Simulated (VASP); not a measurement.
# Ni (Fm-3m) in VASP: notebook

The runs below take Ni through single point, with PBEsol.

All numbers are computed with VASP 6.6.1; they aren't measurements. Logs are shortened: lines on timing, memory, paths and dates and some standing lists are left out, and cuts for length are marked.

## (1) The cell of the first run

The structure is cubic, space group Fm-3m (No. 225). Conventional cell: a = 3.536 Å, b = 3.536 Å, c = 3.536 Å, α = 90.00°, β = 90.00°, γ = 90.00°. Within 3.3 Å of Ni (site symmetry m-3m) lie 12 Ni at 2.50 Å.

## (2) Single point, PBEsol

Contents of INCAR:

```
SYSTEM = Ni
  PREC = Accurate
  ENCUT = 520
  EDIFF = 1E-6
  ISMEAR = -1
  SIGMA = 0.1
  LREAL = .FALSE.
  LASPH = .TRUE.
  NELM = 100
  ALGO = Normal
  ISIF = 2
  LWAVE = .FALSE.
  LCHARG = .FALSE.
  GGA = PS
  NBANDS = 17
```

Contents of KPOINTS:

```
regular mesh
0
G
  7 14 14
  0 0 0
```

Contents of POSCAR:

```
Ni
1.0
    0.0000000000      3.5359000000      3.5359000000
    1.7679500000      0.0000000000      1.7679500000
    1.7679500000      1.7679500000      0.0000000000
Ni
2
Direct
    0.0000000000      0.0000000000      0.0000000000
    0.5000000000      0.0000000000      0.0000000000
```

Potentials or basis: VASP PAW PBE potentials, release 64 (Ni).

On the command line:

```sh
> cat potpaw_PBE.64/Ni/POTCAR > POTCAR
> mpirun -np 1 vasp_std > vasp.out
```

OUTCAR:

```text
SYSTEM = Ni
   PREC = Accurate
   ENCUT = 520
   EDIFF = 1E-6
   ISMEAR = -1
   LREAL = .FALSE.
   LASPH = .TRUE.
   NELM = 100
   ISIF = 2
   GGA = PS

 ion  position               nearest neighbor table
   1  0.000  0.000  0.000-   2 2.50   2 2.50   2 2.50   2 2.50   2 2.50   2 2.50
   2  0.500  0.000  0.000-   1 2.50   1 2.50   1 2.50   1 2.50   1 2.50   1 2.50

  LATTYP: Found a trigonal (rhomboedric) cell.
 ALAT       =     4.3305753908
 COS(alpha) =     0.8333333333

  Lattice vectors:

 A1 = (   1.7679500000,  -1.7679500000,  -3.5359000000)
 A2 = (   3.5359000000,  -1.7679500000,  -1.7679500000)
 A3 = (   1.7679500000,  -3.5359000000,  -1.7679500000)

Analysis of symmetry for initial positions (statically):
=====================================================================
 Subroutine PRICEL returns following result:

  LATTYP: Found a face centered cubic cell.
 ALAT       =     3.5359000000

  Lattice vectors:

 A1 = (   0.0000000000,   1.7679500000,   1.7679500000)
 A2 = (   1.7679500000,   0.0000000000,   1.7679500000)
 A3 = (   1.7679500000,   1.7679500000,   0.0000000000)

   2 primitive cells build up your supercell.

 Routine SETGRP: Setting up the symmetry group for a
 trigonal (rhombohedral) supercell.

 Subroutine GETGRP returns: Found 12 space group operations
 (whereof 12 operations were pure point group operations)
 out of a pool of 12 trial point group operations.

The static configuration has the point symmetry D_3d.

Analysis of symmetry for dynamics (positions and initial velocities):
=====================================================================
 Subroutine PRICEL returns following result:

  LATTYP: Found a face centered cubic cell.
 ALAT       =     3.5359000000

  Lattice vectors:

 A1 = (   0.0000000000,   1.7679500000,   1.7679500000)
 A2 = (   1.7679500000,   0.0000000000,   1.7679500000)
 A3 = (   1.7679500000,   1.7679500000,   0.0000000000)

   2 primitive cells build up your supercell.

 Routine SETGRP: Setting up the symmetry group for a
 trigonal (rhombohedral) supercell.

 Subroutine GETGRP returns: Found 12 space group operations
 (whereof 12 operations were pure point group operations)
 out of a pool of 12 trial point group operations.

The dynamic configuration has the point symmetry D_3d.

 Subroutine INISYM returns: Found 12 space group operations
 (whereof 12 operations are pure point group operations),
 and found     2 'primitive' translations

----------------------------------------------------------------------------------------

                                     Primitive cell

  volume of cell :      11.0520

  direct lattice vectors                    reciprocal lattice vectors
     0.000000000  1.767950000  1.767950000    -0.282813428  0.282813428  0.282813428
     1.767950000  0.000000000  1.767950000     0.282813428 -0.282813428  0.282813428
     1.767950000  1.767950000  0.000000000     0.282813428  0.282813428 -0.282813428

  length of vectors
     2.500258868  2.500258868  2.500258868     0.489847226  0.489847226  0.489847226

  position of ions in fractional coordinates (direct lattice)
     0.000000000  0.000000000  0.000000000

  ion indices of the primitive-cell ions
   primitive index   ion index
                 1           1

----------------------------------------------------------------------------------------

 KPOINTS: regular mesh

Automatic generation of k-mesh.
 Grid dimensions read from file:
 generate k-points for:    7   14   14

 Generating k-lattice:

  Cartesian coordinates                     Fractional coordinates (reciprocal lattice)
    -0.020200959  0.020200959  0.020200959     0.142857143  0.000000000  0.000000000
     0.020200959 -0.020200959  0.020200959     0.000000000  0.071428571  0.000000000
     0.020200959  0.020200959 -0.020200959     0.000000000  0.000000000  0.071428571

  Length of vectors
     0.034989088  0.034989088  0.034989088

  Shift w.r.t. Gamma in fractional coordinates (k-lattice)
     0.000000000  0.000000000  0.000000000

 -----------------------------------------------------------------------------
|                                                                             |
|           W    W    AA    RRRRR   N    N  II  N    N   GGGG   !!!           |
|           W    W   A  A   R    R  NN   N  II  NN   N  G    G  !!!           |
|           W    W  A    A  R    R  N N  N  II  N N  N  G       !!!           |
|           W WW W  AAAAAA  RRRRR   N  N N  II  N  N N  G  GGG   !            |
|           WW  WW  A    A  R   R   N   NN  II  N   NN  G    G                |
|           W    W  A    A  R    R  N    N  II  N    N   GGGG   !!!           |
|                                                                             |
|     Your reciprocal lattice and k-lattice belong to different lattice       |
|     classes:                                                                |
|                                                                             |
|        The reciprocal lattice is rhombohedral (trigonal),                   |
|        whereas your k-lattice is body-centered cubic.                       |
|                                                                             |
|     Results are often still useful ...                                      |
|                                                                             |
 -----------------------------------------------------------------------------

 Subroutine IBZKPT returns following result:
 ===========================================

 Found    144 irreducible k-points:

 Following reciprocal coordinates:
            Coordinates               Weight
  0.000000  0.000000  0.000000      1.000000
  0.142857  0.000000  0.000000      2.000000
  0.285714  0.000000  0.000000      2.000000
  0.428571  0.000000  0.000000      2.000000
  0.000000  0.071429  0.000000      6.000000
  0.142857  0.071429  0.000000      6.000000
[... 16 lines left out ...]
 -0.428571  0.214286  0.000000      6.000000
 -0.285714  0.214286  0.000000      6.000000
 [... further k-points ...]
   k-points           NKPTS =    144   k-points in BZ     NKDIM =    144   number of bands    NBANDS=     17
   number of dos      NEDOS =    301   number of ions     NIONS =      2
   total plane-waves  NPLWV =  16000
   dimension x,y,z NGX =    40 NGY =   20 NGZ =   20
   dimension x,y,z NGXF=    80 NGYF=   40 NGZF=   40
   ions per type =               2
   NGX,Y,Z   is equivalent  to a cutoff of  13.30, 13.30, 13.30 a.u.
   NGXF,Y,Z  is equivalent  to a cutoff of  26.60, 26.60, 26.60 a.u.
 SYSTEM =  Ni
   PREC   = accura    normal or accurate (medium, high low for compatibility)
   ISTART =      0    job   : 0-new  1-cont  2-samecut
   ICHARG =      2    charge: 1-file 2-atom 10-const
   ISPIN  =      1    spin polarized calculation?
   LNONCOLLINEAR =      F non collinear calculations
   LSORBIT =      F    spin-orbit coupling
   LASPH  =      T    aspherical Exc in radial PAW
   ENCUT  =  520.0 eV  38.22 Ry    6.18 a.u.   9.30  4.65  4.65*2*pi/ulx,y,z
   NELM   =    100;   NELMIN=  2; NELMDL= -5     # of ELM steps
   EDIFF  = 0.1E-05   stopping-criterion for ELM
   LREAL  =      F    real-space projection
   EDIFFG = 0.1E-04   stopping-criterion for IOM
   NSW    =      0    number of steps for IOM
   IBRION =     -1    ionic relax: 0-MD 1-quasi-New 2-CG
   NFREE  =      0    steps in history (QN), initial steepest desc. (CG)
   ISIF   =      2    stress and relaxation
   ISYM   =      2    0-nonsym 1-usesym 2-fastsym
   POTIM  = 0.5000    time-step for ionic-motion
   TEBEG  =    0.0;   TEEND  =   0.0 temperature during run
   PSTRESS=    0.0 pullay stress
   NELECT =      20.0000    total number of electrons
   NUPDOWN=      -1.0000    fix difference up-down
   EMIN   =  10.00;   EMAX   =-10.00  energy-range for DOS
   EFERMI =   0.00;   METHOD = LEGACY
   ISMEAR =    -1;   SIGMA  =   0.10  broadening in eV -4-tet -1-fermi 0-gaus
   EFERMI_NEDOS =   21; number of points for ismear=-14 and -15
   IALGO  =     38    algorithm
   IMIX   =      4    mixing-type and parameters
     AMIX     =   0.40;   BMIX     =  1.00
     AMIX_MAG =   1.60;   BMIX_MAG =  1.00
  volume/ion in A,a.u.               =      11.05        74.58
  Fermi-wavevector in a.u.,A,eV,Ry     =   1.583415  2.992221 34.112584  2.507204
  Thomas-Fermi vector in A             =   2.683189
   LORBIT       =      0    0 simple, 1 ext, 2 COOP (PROOUT), +10 PAW based schemes
   GGA     = PS    functional components
   LHFCALC =     F    Hartree Fock is set to
   AEXX    =    0.0000 exact exchange contribution
   IVDW    =     0    specifies the selected vdW correction
   LEPSILON=     F    determine dielectric tensor
   LRPA    =     F    only Hartree local field effects (RPA)
 non-spin polarized calculation
  energy-cutoff  :      520.00
  volume of cell :       22.10
 maximum number of plane-waves:       609
 NGX is ok and might be reduce to    40
   NGX = 19   NGY =  9   NGZ =  9

 number of electron      20.0000019 magnetization

 Free energy of the ion-electron system (eV)
  ---------------------------------------------------
  ext. energy  EPLUGINS =         0.00000000
  ---------------------------------------------------
  free energy    TOTEN  =       -12.21088135 eV

  energy without entropy =      -12.03001029  energy(sigma->0) =      -12.12044582

 E-fermi :   8.7951     XC(G=0): -13.3416

 val. band max:        8.7850650408   @ k =  -0.1429   0.2857   0.0000
 cond. band min:       8.7955124545   @ k =   0.1429   0.5000   0.2143
 fundamental gap:      0.0104474136
 Fermi energy:         8.7950743557

 k-point     1 :       0.0000    0.0000    0.0000
  band No.  band energies     occupation
      1       0.0113      2.00000
      2       4.4261      2.00000
      3       6.9221      2.00000
      4       6.9221      2.00000
      5       6.9600      2.00000
      6       6.9600      2.00000
[... 9 lines left out ...]
     16      33.3531      0.00000
     17      33.3531      0.00000

 k-point     2 :       0.1429    0.0000    0.0000
  band No.  band energies     occupation
      1       0.2085      2.00000
      2       4.3039      2.00000
      3       6.9069      2.00000
      4       6.9528      2.00000
      5       6.9528      2.00000
      6       7.0040      2.00000
[... 9 lines left out ...]
     16      33.4034      0.00000
     17      33.4034      0.00000
[... 421 lines left out ...]
 k-point    24 :      -0.2857    0.2143    0.0000
  band No.  band energies     occupation
      1       3.0189      2.00000
      2       3.9057      2.00000
      3       5.9297      2.00000
      4       6.3761      2.00000
      5       7.0338      2.00000
      6       7.0414      2.00000
[... 9 lines left out ...]
     16      27.5002      0.00000
     17      27.5804      0.00000

 [... further k-points ...]
[... 5 lines left out ...]
  --------------------------------------------------------------------------------------
  -------------------------------------------------------------------------------------
  Total       -1.7586231     -1.7586231     -1.7586231      0.0000216     -0.0000216      0.0000216
  in kB     -127.4715956   -127.4715956   -127.4715956      0.0015646     -0.0015646      0.0015646
  external PRESSURE =    -127.4715956 kB  Pullay stress =       0.0000000 kB

 VOLUME and BASIS-vectors are now :
 -----------------------------------------------------------------------------
  energy-cutoff  :      520.00
  volume of cell :       22.10
      direct lattice vectors                 reciprocal lattice vectors
     0.000000000  3.535900000  3.535900000    -0.141406714  0.141406714  0.141406714
     1.767950000  0.000000000  1.767950000     0.282813428 -0.282813428  0.282813428
     1.767950000  1.767950000  0.000000000     0.282813428  0.282813428 -0.282813428

 POSITION                                       TOTAL-FORCE (eV/Angst)
 -----------------------------------------------------------------------------------
      0.00000      0.00000      0.00000         0.000000      0.000000      0.000000
      0.00000      1.76795      1.76795        -0.000000     -0.000000     -0.000000
 -----------------------------------------------------------------------------------
    total drift:                               -0.000000     -0.000000     -0.000000

  FREE ENERGIE OF THE ION-ELECTRON SYSTEM (eV)
  ---------------------------------------------------
  free  energy   TOTEN  =       -12.2108813513 eV

  energy  without entropy=      -12.0300102899  energy(sigma->0) =      -12.12044582
```

Wall time 52 s (1 thread of Intel Xeon Platinum 8259CL at 2.50GHz (Skylake/Cascade Lake), shared host); peak memory 0.17 GiB.

Results:

| Property | Result |
| --- | --- |
| Free energy | -12.2109 eV |
| Pressure | -12.7 GPa |
| Band gap on the k mesh | zero (band 10 reaches 8.94 eV, above the bottom of band 11 at 8.17 eV) |

Levels at points of the mesh, in eV from the Fermi level:
```csv
k point,band 6,band 7,band 8,band 9,band 10,band 11,band 12,band 13,band 14,band 15
"(0.00, 0.00, 0.00)",-1.84,-1.84,-0.75,-0.75,-0.16,-0.03,-0.03,5.92,22.18,23.68
"(0.00, 0.50, 0.00)",-0.16,-0.04,-0.03,-0.03,0.14,0.14,2.55,5.92,9.36,14.81
```

Caveat: the PAW data sets were made with another functional, which shifts forces and pressure a little; the run has no spin polarisation, though such a crystal can be magnetic. Spin polarisation is off, so any magnetic state and its effect on volume and gap are missing.

[end of part 1 of 2]
